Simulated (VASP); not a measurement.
Crystal: Zn.

```
Zn
1.0
     1.39021    2.40791    0.00000
    -1.39021    2.40791    0.00000
     0.00000    0.00000    9.00394
Zn
4
Direct
  0.00000 0.00000 0.00000
  0.00000 0.00000 0.50000
  0.33333 0.33334 0.75000
  0.66666 0.66667 0.25000
```

| Property | Result |
| --- | --- |
| Program | VASP 6.6.1 |
| Task | relaxation of cell and atoms |
| Functional | PBE |
| Potentials or basis | VASP PAW PBE potentials, release 64 (Zn) |
| Cutoff | 500 eV |
| k mesh | 7 × 7 × 2, shifted |
| Occupations | fermi-dirac, width 0.0242 eV |
| Spin | no spin polarisation |

At the start: pressure -0.3 GPa; volume 15.07 Å³/atom.

Problem. How do energy, volume and symmetry change on relaxing?

Solution. Over 32 steps the energy falls by 40.5 meV/atom and the volume is 15.37 Å³/atom (+2.0 %); space group P6_3/mmc (No. 194, to 0.1 Å) before, Cmcm (No. 63, to 0.1 Å).

Step by step:
```tsv
step	energy change (eV)	largest force (eV/Å)	pressure (GPa)	volume (Å³)
1	0.0000	0.0336	-0.34	60.28
2	-0.0295	0.0046	0.25	59.99
3	-0.0506	0.0357	0.94	59.60
4	-0.0342	0.1189	2.79	58.71
5	-0.0503	0.0434	1.61	59.31
6	-0.0524	0.0376	1.31	59.43
7	-0.0716	0.0819	0.27	60.71
8	-0.0780	0.1033	-3.32	64.60
9	-0.0845	0.0895	-2.33	63.40
10	-0.0886	0.0830	-1.12	62.05
11	-0.0893	0.0839	-1.58	62.54
12	-0.0925	0.0895	-1.85	62.80
13	-0.0987	0.1057	-2.12	63.09
14	-0.1106	0.1165	-2.62	63.67
15	-0.1113	0.1196	-2.77	63.84
16	-0.1237	0.1302	-2.30	63.31
17	-0.1308	0.1362	-1.34	62.51
18	-0.1368	0.1317	-0.88	62.05
19	-0.1432	0.1201	0.14	61.05
20	-0.1434	0.1177	0.39	60.84
21	-0.1448	0.1144	0.25	60.92
22	-0.1466	0.1054	-0.16	61.16
23	-0.1480	0.1010	-0.14	61.16
24	-0.1515	0.0899	-0.10	61.17
25	-0.1565	0.0626	0.04	61.17
26	-0.1579	0.0149	0.39	61.17
27	-0.1587	0.0340	0.24	61.17
28	-0.1605	0.0231	0.14	61.27
29	-0.1619	0.0031	-0.04	61.46
30	-0.1619	0.0015	-0.05	61.48
31	-0.1619	0.0009	-0.04	61.48
32	-0.1619	0.0008	0.00	61.46
```

Final structure:
```xyz
4
Lattice="1.3295 2.6670 0.0000 -1.3295 2.6670 0.0000 0.0000 0.0000 8.6669" Properties=species:S:1:pos:R:3 pbc="T T T"
Zn    1.3295    2.6670    0.0000
Zn    1.3295    2.6670    4.3335
Zn    0.0000    1.9528    6.5002
Zn    0.0000    3.3811    2.1667
```
